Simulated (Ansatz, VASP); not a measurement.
Two plane-wave programs on TeAs2

Contents of INCAR:

```
SYSTEM = TeAs2
PREC = Accurate
ENCUT = 500
EDIFF = 1E-6
ISMEAR = 0
SIGMA = 0.05
LREAL = .FALSE.
LASPH = .TRUE.
NELM = 120
ALGO = Normal
ISIF = 2
LWAVE = .FALSE.
LCHARG = .TRUE.
GGA = PS
LELF = .TRUE.
LVHAR = .TRUE.
NBANDS = 25
GGA_COMPAT = .FALSE.
```

The input KPOINTS:

```
regular mesh
0
G
  4 4 4
  0 0 0
```

POSCAR

```
TeAs2
1.0
   -3.5564540000      3.5564540000      2.9405160000
    3.5564540000     -3.5564540000      2.9405160000
    3.5564540000      3.5564540000     -2.9405160000
Te As
2 4
Direct
    0.7500000000      0.2500000000      0.5000000000
    0.0000000000      0.0000000000      0.0000000000
    0.3750000000      0.6250000000      0.2500000000
    0.3750000000      0.1250000000      0.7500000000
    0.3750000000      0.6250000000      0.7500000000
    0.8750000000      0.6250000000      0.2500000000
```

Input for Ansatz:

```yaml
crystal:
  lattice:
    - [-3.556454, 3.556454, 2.940516]
    - [3.556454, -3.556454, 2.940516]
    - [3.556454, 3.556454, -2.940516]
  atoms:
    - { symbol: Te, position: [0.75, 0.25, 0.5] }
    - { symbol: Te, position: [0.0, 0.0, 0.0] }
    - { symbol: As, position: [0.375, 0.625, 0.25] }
    - { symbol: As, position: [0.375, 0.125, 0.75] }
    - { symbol: As, position: [0.375, 0.625, 0.75] }
    - { symbol: As, position: [0.875, 0.625, 0.25] }
basis:
  ecutwfc: 420
kpoints:
  mp_grid: { grid: [4, 4, 4] }
hamiltonian:
  xc: pbesol
scf:
  occupations: { method: gaussian, width: 0.05 }
output:
  forces: true
  stress: true
  eigenvalues: true
```

Alike in both runs: task single point; functional PBEsol; k mesh 4 × 4 × 4; occupations gaussian, width 0.05 eV; no spin polarisation.

|  | VASP | Ansatz |
| --- | --- | --- |
| version | VASP 6.6.1 | Ansatz 0.2.0 |
| potentials or method | VASP PAW PBE potentials, release 64 (Te, As), cutoff 500 eV | scalar-relativistic, plane waves, PAW |
| valence electrons in the cell | 32 | 92 |

|  | VASP | Ansatz | Ansatz less VASP |
| --- | --- | --- | --- |
| gap on the k mesh at the Fermi level (eV) | none | none | - |
| pressure (GPa) | -4.4 | -4.5 | -0.09 |
| traceless stress, the component that is largest in VASP (GPa) | -0.74 | -0.79 | -0.048 |

VASP's potentials were made for PBE, not for PBEsol. A gap of «none» marks a metal or a gap that the smearing closes. With one functional, cell and mesh, what is left measures potentials, basis and numerics. VASP's potentials hold 32 valence electrons a cell and Ansatz's 92, so a difference there can come from the potentials and not from the codes.

Neither program's run includes spin-orbit coupling.
